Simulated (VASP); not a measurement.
A run of VASP 6.6.1 is set up as follows.

File INCAR:

```
PREC = Accurate ; ENCUT = 520
EDIFF = 1E-7 ; ISMEAR = -1
SIGMA = 0.03 ; LREAL = False
LASPH = True ; NELM = 100
ALGO = Normal ; ISIF = 2
LWAVE = False ; LCHARG = False
GGA = PS ; NBANDS = 16
```

KPOINTS

```
Automatic mesh
0
Gamma
  7 7 7
```

File POSCAR:

```
YS
1.0
    0.0000000000      2.7436500000      2.7436500000
    2.7436500000      0.0000000000      2.7436500000
    2.7436500000      2.7436500000      0.0000000000
Y S
1 1
Direct
    0.5000000000      0.5000000000      0.5000000000
    0.0000000000      0.0000000000      0.0000000000
```

Potentials or basis: VASP PAW PBE potentials, release 64 (Y_sv, S).

Run with:

```sh
$ cat potpaw_PBE.64/Y_sv/POTCAR potpaw_PBE.64/S/POTCAR > POTCAR
$ mpirun -np 1 vasp_std > vasp.out
```

(1) What does it give for the pressure?

## Answers

(1) -1.5 GPa.

Caveat: the PAW data sets were made with another functional, which shifts forces and pressure a little.
